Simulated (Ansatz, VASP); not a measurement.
**Two plane-wave programs on TlBr**

```
CELL_PARAMETERS angstrom
3.98000 0.00000 0.00000
0.00000 3.98000 0.00000
0.00000 0.00000 3.98000
ATOMIC_POSITIONS crystal
Tl 0.00000 0.00000 0.00000
Br 0.50000 0.50000 0.50000
```

Alike in both runs: task single point; functional PBE; k mesh 3 × 3 × 3; no spin polarisation.

|  | VASP | Ansatz |
| --- | --- | --- |
| version | VASP 6.6.1 | Ansatz 0.2.0 |
| potentials or method | VASP PAW PBE potentials, release 64 (Tl_d, Br) | plane waves, PAW |
| plane-wave cutoff (eV) | 500 | 420 |
| occupations | gaussian, width 0.01 eV | fixed |
| valence electrons in the cell | 20 | 20 |

```csv
,VASP,Ansatz,Ansatz less VASP
gap on the k mesh at the Fermi level (eV),3.64,3.64,-0.002
```

The k mesh is coarse, so the values compare programs but aren't converged. Neither program's run includes spin-orbit coupling.
